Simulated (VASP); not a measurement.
# Si (Imma) in VASP: a series of runs

Runs on Si. Level: PBEsol. Tasks: single point, relaxation of the atoms.

Everything below comes from runs of VASP 6.6.1. Logs are shortened: lines on timing, memory, paths and dates and some standing lists are left out, and cuts for length are marked.

### Step 1. The cell of the first run

The structure is orthorhombic, space group Imma (No. 74). Conventional cell: a = 3.804 Å, b = 3.865 Å, c = 5.379 Å, α = 90.00°, β = 90.00°, γ = 90.00°. Si (site symmetry mm2) has 4 Si at 2.34 to 2.35 Å within 3.1 Å.

### Step 2. Single point, PBEsol (strained cell)

INCAR

```
PREC     = Accurate       # precision mode
ENCUT    = 500            # plane-wave cutoff, eV
EDIFF    = 1E-6           # SCF threshold, eV
ISMEAR   = 0              # smearing method
SIGMA    = 0.02           # smearing width, eV
LREAL    = False          # projectors in reciprocal space
LASPH    = True           # aspherical terms in the spheres
NELM     = 120            # most SCF steps
ALGO     = Normal         # electronic algorithm
ISIF     = 2              # what is computed and relaxed
LWAVE    = False          # write WAVECAR
LCHARG   = False          # write CHGCAR
GGA      = PS             # functional
NBANDS   = 11             # bands
GGA_COMPAT= False
```

KPOINTS

```
Automatic mesh
0
Gamma
  10 10 10
```

POSCAR

```
Si
1.0
    0.0217338523      2.7112980716      2.6895642193
    2.7112980716      0.0217338523      2.6895642193
    2.7330319238      2.7330319238     -0.0000000001
Si
2
Direct
    0.0011448771      0.0011448771     -0.0011448771
    0.2488551229      0.2488551229      0.2511448771
```

Potentials or basis: VASP PAW PBE potentials, release 64 (Si).

On the command line:

```sh
$ cat potpaw_PBE.64/Si/POTCAR > POTCAR
$ mpirun -np 1 vasp_std > vasp.out
```

OUTCAR:

```text
PREC = Accurate
   ENCUT = 500
   EDIFF = 1E-6
   ISMEAR = 0
   LREAL = False
   LASPH = True
   NELM = 120
   ISIF = 2
   GGA = PS

 ion  position               nearest neighbor table
   1  0.001  0.001  0.999-   2 2.34   2 2.34   2 2.35   2 2.35
   2  0.249  0.249  0.251-   1 2.34   1 2.34   1 2.35   1 2.35

  LATTYP: Found a body centered orthorhombic cell.
 ALAT       =     3.8036181958
 B/A-ratio  =     1.0161616161
 C/A-ratio  =     1.4142135624

  Lattice vectors:

 A1 = (   2.7112980715,   0.0217338522,  -2.6895642194)
 A2 = (  -2.7112980716,  -0.0217338523,  -2.6895642193)
 A3 = (   0.0217338523,   2.7112980716,   2.6895642193)

Analysis of symmetry for initial positions (statically):
=====================================================================
 Subroutine PRICEL returns:
 Original cell was already a primitive cell.

 Routine SETGRP: Setting up the symmetry group for a
 body centered orthorhombic supercell.

 Subroutine GETGRP returns: Found  8 space group operations
 (whereof  4 operations were pure point group operations)
 out of a pool of  8 trial point group operations.

The static configuration has the point symmetry C_2v.
 The point group associated with its full space group is D_2h.

Analysis of symmetry for dynamics (positions and initial velocities):
=====================================================================
 Subroutine PRICEL returns:
 Original cell was already a primitive cell.

 Routine SETGRP: Setting up the symmetry group for a
 body centered orthorhombic supercell.

 Subroutine GETGRP returns: Found  8 space group operations
 (whereof  4 operations were pure point group operations)
 out of a pool of  8 trial point group operations.

The dynamic configuration has the point symmetry C_2v.
 The point group associated with its full space group is D_2h.

 Subroutine INISYM returns: Found  8 space group operations
 (whereof  4 operations are pure point group operations),
 and found     1 'primitive' translations

----------------------------------------------------------------------------------------

                                     Primitive cell

  volume of cell :      39.5402

  direct lattice vectors                    reciprocal lattice vectors
     0.021733852  2.711298072  2.689564219    -0.185903722  0.185903722  0.185903722
     2.711298072  0.021733852  2.689564219     0.185903722 -0.185903722  0.185903722
     2.733031924  2.733031924 -0.000000000     0.182947003  0.182947003 -0.185903722

  length of vectors
     3.819079115  3.819079115  3.865090813     0.321994693  0.321994693  0.318589714

  position of ions in fractional coordinates (direct lattice)
     0.001144877  0.001144877  0.998855123
     0.248855123  0.248855123  0.251144877

  ion indices of the primitive-cell ions
   primitive index   ion index
                 1           1
                 2           2

----------------------------------------------------------------------------------------

 KPOINTS: Automatic mesh

Automatic generation of k-mesh.
 Grid dimensions read from file:
 generate k-points for:   10   10   10

 Generating k-lattice:

  Cartesian coordinates                     Fractional coordinates (reciprocal lattice)
    -0.018590372  0.018590372  0.018590372     0.100000000 -0.000000000 -0.000000000
     0.018590372 -0.018590372  0.018590372    -0.000000000  0.100000000 -0.000000000
     0.018294700  0.018294700 -0.018590372    -0.000000000 -0.000000000  0.100000000

  Length of vectors
     0.032199469  0.032199469  0.031858971

  Shift w.r.t. Gamma in fractional coordinates (k-lattice)
     0.000000000  0.000000000  0.000000000

 Subroutine IBZKPT returns following result:
 ===========================================

 Found    171 irreducible k-points:

 Following reciprocal coordinates:
            Coordinates               Weight
  0.000000  0.000000  0.000000      1.000000
  0.100000 -0.000000  0.000000      4.000000
  0.200000 -0.000000  0.000000      4.000000
  0.300000  0.000000 -0.000000      4.000000
  0.400000 -0.000000  0.000000      4.000000
  0.500000  0.000000 -0.000000      2.000000
[... 16 lines left out ...]
  0.300000  0.300000  0.000000      2.000000
  0.400000  0.300000  0.000000      4.000000
 [... further k-points ...]
   k-points           NKPTS =    171   k-points in BZ     NKDIM =    171   number of bands    NBANDS=     11
   number of dos      NEDOS =    301   number of ions     NIONS =      2
   total plane-waves  NPLWV =  21952
   dimension x,y,z NGX =    28 NGY =   28 NGZ =   28
   dimension x,y,z NGXF=    56 NGYF=   56 NGZF=   56
   ions per type =               2
   NGX,Y,Z   is equivalent  to a cutoff of  12.19, 12.19, 12.04 a.u.
   NGXF,Y,Z  is equivalent  to a cutoff of  24.38, 24.38, 24.09 a.u.
 SYSTEM =  unknown system
   PREC   = accura    normal or accurate (medium, high low for compatibility)
   ISTART =      0    job   : 0-new  1-cont  2-samecut
   ICHARG =      2    charge: 1-file 2-atom 10-const
   ISPIN  =      1    spin polarized calculation?
   LNONCOLLINEAR =      F non collinear calculations
   LSORBIT =      F    spin-orbit coupling
   LASPH  =      T    aspherical Exc in radial PAW
   ENCUT  =  500.0 eV  36.75 Ry    6.06 a.u.   6.96  6.96  7.05*2*pi/ulx,y,z
   NELM   =    120;   NELMIN=  2; NELMDL= -5     # of ELM steps
   EDIFF  = 0.1E-05   stopping-criterion for ELM
   LREAL  =      F    real-space projection
   EDIFFG = 0.1E-04   stopping-criterion for IOM
   NSW    =      0    number of steps for IOM
   IBRION =     -1    ionic relax: 0-MD 1-quasi-New 2-CG
   NFREE  =      0    steps in history (QN), initial steepest desc. (CG)
   ISIF   =      2    stress and relaxation
   ISYM   =      2    0-nonsym 1-usesym 2-fastsym
   POTIM  = 0.5000    time-step for ionic-motion
   TEBEG  =    0.0;   TEEND  =   0.0 temperature during run
   PSTRESS=    0.0 pullay stress
   NELECT =       8.0000    total number of electrons
   NUPDOWN=      -1.0000    fix difference up-down
   EMIN   =  10.00;   EMAX   =-10.00  energy-range for DOS
   EFERMI =   0.00;   METHOD = LEGACY
   ISMEAR =     0;   SIGMA  =   0.02  broadening in eV -4-tet -1-fermi 0-gaus
   EFERMI_NEDOS =   21; number of points for ismear=-14 and -15
   IALGO  =     38    algorithm
   IMIX   =      4    mixing-type and parameters
     AMIX     =   0.40;   BMIX     =  1.00
     AMIX_MAG =   1.60;   BMIX_MAG =  1.00
  volume/ion in A,a.u.               =      19.77       133.42
  Fermi-wavevector in a.u.,A,eV,Ry     =   0.961078  1.816174 12.567307  0.923671
  Thomas-Fermi vector in A             =   2.090418
   LORBIT       =      0    0 simple, 1 ext, 2 COOP (PROOUT), +10 PAW based schemes
   GGA     = PS    functional components
   LHFCALC =     F    Hartree Fock is set to
   AEXX    =    0.0000 exact exchange contribution
   IVDW    =     0    specifies the selected vdW correction
   LEPSILON=     F    determine dielectric tensor
   LRPA    =     F    only Hartree local field effects (RPA)
 non-spin polarized calculation
 Gauss-broadening in eV      SIGMA  =   0.02
  energy-cutoff  :      500.00
  volume of cell :       39.54
 maximum number of plane-waves:      1015
   NGX = 13   NGY = 13   NGZ = 15

 number of electron       8.0000001 magnetization

 Free energy of the ion-electron system (eV)
  ---------------------------------------------------
  ext. energy  EPLUGINS =         0.00000000
  ---------------------------------------------------
  free energy    TOTEN  =       -11.48698753 eV

  energy without entropy =      -11.48698753  energy(sigma->0) =      -11.48698753

 E-fermi :   6.1407     XC(G=0):  -9.6023

 val. band max:        5.9794522362   @ k =   0.0000   0.0000   0.0000
 cond. band min:       6.2980413192   @ k =   0.4000   0.4000   0.0000
 fundamental gap:      0.3185890830
 Fermi energy:         6.1406576096

 k-point     1 :       0.0000    0.0000    0.0000
  band No.  band energies     occupation
      1      -6.1592      2.00000
      2       5.8235      2.00000
      3       5.9542      2.00000
      4       5.9795      2.00000
      5       8.3623      0.00000
      6       8.3959      0.00000
      7       8.5414      0.00000
      8       9.4134      0.00000
      9      13.5429      0.00000
     10      13.6832      0.00000
     11      13.6870      0.00000

 k-point     2 :       0.1000   -0.0000    0.0000
  band No.  band energies     occupation
      1      -6.0247      2.00000
      2       4.8254      2.00000
      3       5.6161      2.00000
      4       5.7522      2.00000
      5       8.4087      0.00000
      6       8.6668      0.00000
      7       8.7882      0.00000
      8      10.3493      0.00000
      9      13.1511      0.00000
     10      13.2985      0.00000
     11      14.2625      0.00000

 k-point     3 :       0.2000   -0.0000    0.0000
  band No.  band energies     occupation
      1      -5.6271      2.00000
      2       2.9349      2.00000
      3       5.2233      2.00000
      4       5.3557      2.00000
      5       8.0443      0.00000
      6       9.1825      0.00000
      7       9.2945      0.00000
      8      12.0624      0.00000
      9      12.8108      0.00000
     10      12.9627      0.00000
     11      14.8978      0.00000

 k-point     4 :       0.3000    0.0000   -0.0000
  band No.  band energies     occupation
      1      -4.9923      2.00000
      2       1.1097      2.00000
      3       4.8816      2.00000
      4       5.0120      2.00000
      5       7.6695      0.00000
      6       9.3214      0.00000
      7       9.4462      0.00000
      8      13.3890      0.00000
      9      13.4306      0.00000
     10      13.6110      0.00000
     11      14.7052      0.00000

 k-point     5 :       0.4000   -0.0000    0.0000
  band No.  band energies     occupation
      1      -4.2152      2.00000
      2      -0.4100      2.00000
      3       4.6665      2.00000
      4       4.7961      2.00000
      5       7.4227      0.00000
      6       9.1697      0.00000
      7       9.3057      0.00000
      8      13.5191      0.00000
      9      14.8370      0.00000
     10      14.9601      0.00000
     11      16.0491      0.00000
[... 211 lines left out ...]
 k-point    21 :      -0.3000    0.2000    0.0000
  band No.  band energies     occupation
      1      -4.0242      2.00000
      2       0.1789      2.00000
      3       2.4231      2.00000
      4       4.4650      2.00000
      5       8.1650      0.00000
      6      10.3495      0.00000
      7      10.4606      0.00000
      8      12.5219      0.00000
      9      12.5831      0.00000
     10      15.6345      0.00000
     11      17.8696      0.00000

 k-point    22 :      -0.2000    0.2000    0.0000
  band No.  band energies     occupation
      1      -4.7686      2.00000
      2       1.4509      2.00000
      3       2.8891      2.00000
      4       4.9567      2.00000
      5       8.6383      0.00000
      6       9.8250      0.00000
      7      10.1634      0.00000
      8      11.5436      0.00000
      9      11.8292      0.00000
     10      16.7352      0.00000
     11      16.9335      0.00000

 k-point    23 :       0.3000    0.3000    0.0000
  band No.  band energies     occupation
      1      -4.5729      2.00000
      2       1.5324      2.00000
      3       3.5051      2.00000
      4       3.7115      2.00000
      5       6.6097      0.00000
      6       8.2054      0.00000
      7      12.5727      0.00000
      8      12.6098      0.00000
      9      15.1768      0.00000
     10      15.3160      0.00000
     11      18.3561      0.00000

 k-point    24 :       0.4000    0.3000    0.0000
  band No.  band energies     occupation
      1      -3.9438      2.00000
      2       0.5190      2.00000
      3       3.0403      2.00000
      4       3.2950      2.00000
      5       6.7472      0.00000
      6       8.0959      0.00000
      7      12.9003      0.00000
      8      12.9728      0.00000
      9      16.3676      0.00000
     10      16.8092      0.00000
     11      18.0474      0.00000

 [... further k-points ...]

------------------------ aborting loop because EDIFF is reached ----------------------------------------

  FORCE on cell =-STRESS in cart. coord.  units (eV):
  Direction    XX          YY          ZZ          XY          YZ          ZX
  --------------------------------------------------------------------------------------
  -------------------------------------------------------------------------------------
  Total        0.3069128      0.3069128      0.4863508     -0.2942008      0.0000000      0.0000000
  in kB       12.4361816     12.4361816     19.7070511    -11.9210899      0.0000000      0.0000000
  external PRESSURE =      14.8598047 kB  Pullay stress =       0.0000000 kB

 VOLUME and BASIS-vectors are now :
 -----------------------------------------------------------------------------
  energy-cutoff  :      500.00
  volume of cell :       39.54
      direct lattice vectors                 reciprocal lattice vectors
     0.021733852  2.711298072  2.689564219    -0.185903722  0.185903722  0.185903722
     2.711298072  0.021733852  2.689564219     0.185903722 -0.185903722  0.185903722
     2.733031924  2.733031924 -0.000000000     0.182947003  0.182947003 -0.185903722

 POSITION                                       TOTAL-FORCE (eV/Angst)
 -----------------------------------------------------------------------------------
      2.73303      2.73303      0.00616         0.000000      0.000000      0.000550
      1.36652      1.36652      1.33862        -0.000000     -0.000000     -0.000550
 -----------------------------------------------------------------------------------
    total drift:                               -0.000000      0.000000     -0.000000

  FREE ENERGIE OF THE ION-ELECTRON SYSTEM (eV)
  ---------------------------------------------------
  free  energy   TOTEN  =       -11.4869875320 eV

  energy  without entropy=      -11.4869875320  energy(sigma->0) =      -11.48698753
```

Wall time 76 s (1 thread of Intel Xeon 8259CL, shared host); peak memory 0.19 GiB.

Results:

```
Free energy            : -11.4870 eV
Pressure               : 1.5 GPa
Band gap on the k mesh : 0.32 eV (least direct gap 2.38 eV)
```

Stress tensor (GPa, compression positive):
```
 1.24 -1.19  0.00
-1.19  1.24  0.00
 0.00  0.00  1.97
```

Levels at points of the mesh, in eV from the valence-band top:
```tsv
k point	band 1	band 2	band 3	band 4	band 5	band 6	band 7	band 8
(0.00, 0.00, 0.00)	-12.14	-0.16	-0.03	0.00	2.38	2.42	2.56	3.43
(0.50, 0.00, 0.00)	-9.72	-7.12	-1.39	-1.26	1.36	3.10	3.24	7.41
(0.50, 0.50, 0.00)	-7.93	-7.87	-3.12	-2.90	0.34	0.58	10.05	10.16
(0.00, 0.00, 0.50)	-9.80	-7.15	-1.24	-1.22	1.53	3.24	3.25	7.53
(0.50, 0.00, 0.50)	-7.95	-7.95	-2.95	-2.95	0.52	0.52	10.08	10.08
```

Caveat: the cell differs from its parent crystal (strained cell); semilocal functionals underestimate gaps, and a narrow one can read as zero; the PAW data sets were made with another functional, which shifts forces and pressure a little. A k mesh can miss the band edges.

(Part 1 of 2 ends here.)
